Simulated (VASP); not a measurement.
Crystal: HfSi2.

```
Hf Si
1.0
     1.83600   -7.28500    0.00000
     1.83600    7.28500    0.00000
     0.00000    0.00000    3.64100
Hf Si
2 4
Direct
  0.89400 0.10600 0.25000
  0.10600 0.89400 0.75000
  0.55900 0.44100 0.25000
  0.44100 0.55900 0.75000
  0.25000 0.75000 0.25000
  0.75000 0.25000 0.75000
```

| Quantity | Value |
| --- | --- |
| Program | VASP 6.6.1 |
| Task | relaxation of cell and atoms |
| Functional | PBEsol |
| Potentials or basis | VASP PAW PBE potentials, release 64 (Hf_pv, Si) |
| Cutoff | 500 eV |
| k mesh | 9 × 9 × 9 |
| Occupations | fermi-dirac, width 0.05 eV |
| Spin | no spin polarisation |

At the start: pressure -2.7 GPa; volume 16.23 Å³/atom.

Question: How do energy, volume and symmetry change on relaxing?

Answer: Over 10 steps the energy falls by 11.2 meV/atom and the volume is 15.90 Å³/atom (-2.1 %); space group Cmcm (No. 63, to 0.1 Å) before and after.

Step by step:
```csv
step,energy change (eV),largest force (eV/Å),pressure (GPa),volume (Å³)
1,0.0000,0.6444,-2.74,97.40
2,-0.0403,0.2795,2.97,93.53
3,-0.0465,0.3645,1.35,94.53
4,-0.0652,0.0646,0.19,95.17
5,-0.0653,0.0544,0.13,95.20
6,-0.0666,0.0425,-0.12,95.39
7,-0.0666,0.0440,-0.13,95.40
8,-0.0670,0.0304,0.13,95.26
9,-0.0670,0.0282,0.17,95.24
10,-0.0672,0.0017,0.01,95.37
```

Final structure:
```
Hf Si
1.0
     1.82555   -7.17520    0.00000
     1.82555    7.17520    0.00000
     0.00000    0.00000    3.64051
Hf Si
2 4
Direct
  0.89527 0.10473 0.25000
  0.10473 0.89527 0.75000
  0.55502 0.44498 0.25000
  0.44498 0.55502 0.75000
  0.25021 0.74979 0.25000
  0.74979 0.25021 0.75000
```

Caveat: the PAW data sets were made with another functional, which shifts forces and pressure a little.
